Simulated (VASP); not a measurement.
**Zr32CN30 (a cell with a defect): single point with PBE**

Zr32CN30 (a cell with a defect):

```
CELL_PARAMETERS angstrom
9.22000 0.00000 0.00000
0.00000 9.22000 0.00000
0.00000 0.00000 9.22000
ATOMIC_POSITIONS crystal
Zr 0.49841 0.99710 0.00045
Zr 0.75023 0.24997 0.00103
Zr 0.75020 0.99891 0.24985
Zr 0.00677 0.99720 0.00672
Zr 0.25205 0.24988 0.00543
Zr 0.49832 0.50282 0.00059
Zr 0.75431 0.74986 0.99589
Zr 0.25363 0.98275 0.25358
Zr 0.49949 0.24981 0.25111
Zr 0.75009 0.50100 0.24992
Zr 0.49395 0.98357 0.49391
Zr 0.74652 0.24990 0.49900
Zr 0.74548 0.99840 0.74543
Zr 0.00686 0.50266 0.00682
Zr 0.25123 0.74996 0.00676
Zr 0.00546 0.24988 0.25202
Zr 0.25369 0.51730 0.25363
Zr 0.51444 0.75005 0.22835
Zr 0.00051 0.99710 0.49836
Zr 0.25118 0.24981 0.49942
Zr 0.49391 0.51620 0.49386
Zr 0.74189 0.74993 0.50032
Zr 0.24990 0.99891 0.75015
Zr 0.49904 0.24990 0.74648
Zr 0.74542 0.50145 0.74537
Zr 0.00681 0.74996 0.25118
Zr 0.00064 0.50282 0.49826
Zr 0.22839 0.75004 0.51439
Zr 0.00110 0.24997 0.75015
Zr 0.24998 0.50100 0.75004
Zr 0.50036 0.74993 0.74181
Zr 0.99594 0.74985 0.75426
N 0.75174 0.24995 0.24871
N 0.00002 0.49729 0.25290
N 0.00093 0.24992 0.50183
N 0.25220 0.24998 0.25214
N 0.50466 0.49458 0.24642
N 0.75927 0.74986 0.24757
N 0.00001 0.00249 0.25293
N 0.49898 0.24993 0.49893
N 0.74853 0.49882 0.49727
N 0.98353 0.74989 0.50362
N 0.74909 0.24993 0.74904
N 0.99860 0.49975 0.75261
N 0.00236 0.24994 0.00230
N 0.50467 0.00507 0.24641
N 0.24648 0.49458 0.50461
N 0.74855 0.00103 0.49724
N 0.24877 0.24995 0.75168
N 0.49732 0.49883 0.74847
N 0.75225 0.74987 0.75219
N 0.99862 0.00012 0.75258
N 0.50188 0.24992 0.00087
N 0.75266 0.49975 0.99855
N 0.99801 0.74993 0.99794
N 0.24647 0.00508 0.50461
N 0.24764 0.74987 0.75923
N 0.49730 0.00102 0.74850
N 0.25295 0.49730 0.99997
N 0.50370 0.74989 0.98348
N 0.75263 0.00012 0.99857
N 0.25298 0.00249 0.99996
C 0.44163 0.74985 0.44158
```

```json
{
  "Program": "VASP 6.6.1",
  "Task": "single point",
  "Functional": "PBE",
  "Potentials or basis": "VASP PAW PBE potentials, release 64 (Zr_sv, N, C)",
  "Cutoff": "520 eV",
  "k mesh": "1 × 1 × 1",
  "Occupations": "fermi-dirac, width 0.02 eV",
  "Spin": "no spin polarisation"
}
```

The largest force is 4.490 eV/Å.

Forces on the atoms (eV/Å):
```
Zr  -0.115 -0.080  0.032
Zr   0.009  0.000 -0.042
Zr  -0.087  0.011 -0.064
Zr   0.021 -0.054  0.021
Zr  -0.049  0.001 -0.014
Zr  -0.111  0.070  0.026
Zr  -0.020  0.001 -0.086
Zr  -0.278  0.651 -0.278
Zr   0.055  0.001 -0.114
Zr  -0.078 -0.019 -0.068
Zr   0.049  0.685  0.048
Zr  -0.002  0.002  0.000
Zr  -0.007  0.022 -0.007
Zr   0.018  0.053  0.017
Zr  -0.010 -0.002  0.394
Zr  -0.013  0.002 -0.050
Zr  -0.280 -0.657 -0.280
Zr  -0.735 -0.009  0.246
Zr   0.033 -0.079 -0.115
Zr  -0.115  0.001  0.056
Zr   0.049 -0.684  0.049
Zr  -0.552 -0.001  0.003
Zr  -0.064  0.011 -0.087
Zr   0.001  0.002 -0.003
Zr  -0.004 -0.024 -0.004
Zr   0.393 -0.002 -0.011
Zr   0.026  0.070 -0.111
Zr   0.247 -0.009 -0.735
Zr  -0.043  0.000  0.011
Zr  -0.069 -0.018 -0.078
Zr   0.003 -0.001 -0.551
Zr  -0.085  0.001 -0.022
N    0.049 -0.001 -0.052
N   -0.238 -0.082 -0.018
N   -0.023  0.001 -0.018
N   -0.039 -0.001 -0.038
N   -0.054  0.009  0.022
N   -0.370  0.007 -0.130
N   -0.236  0.085 -0.022
N   -0.006 -0.003 -0.006
N    0.063 -0.003 -0.071
N   -0.073  0.005  0.086
N   -0.003  0.000 -0.003
N    0.016  0.020 -0.052
N   -0.028  0.000 -0.028
N   -0.051  0.006  0.020
N    0.021  0.009 -0.054
N    0.059  0.003 -0.069
N   -0.052 -0.001  0.048
N   -0.071 -0.004  0.063
N   -0.029  0.004 -0.028
N    0.013 -0.022 -0.048
N   -0.018  0.001 -0.023
N   -0.052  0.020  0.015
N   -0.058  0.001 -0.057
N    0.019  0.005 -0.050
N   -0.131  0.006 -0.370
N   -0.069  0.004  0.059
N   -0.019 -0.082 -0.238
N    0.084  0.005 -0.074
N   -0.048 -0.022  0.012
N   -0.023  0.085 -0.236
C    3.175 -0.002  3.175
```

Levels at points of the mesh, in eV from the Fermi level:
```tsv
k point	band 265	band 266	band 267	band 268	band 269	band 270	band 271	band 272
(0.00, 0.00, 0.00)	-0.65	-0.34	-0.29	-0.16	0.16	0.52	0.54	0.61
```

Wall time 4.8 min on 1 thread of Intel(R) Xeon(R) 6975P-C (Granite Rapids), on a shared host, peak memory 0.73 GiB.

Caveat: the k points lie up to 0.68 Å⁻¹ apart; the cell carries a net charge on a neutralising background, which shifts energy and pressure; the cell is charged against a uniform background, so pressure and absolute levels hang on convention.
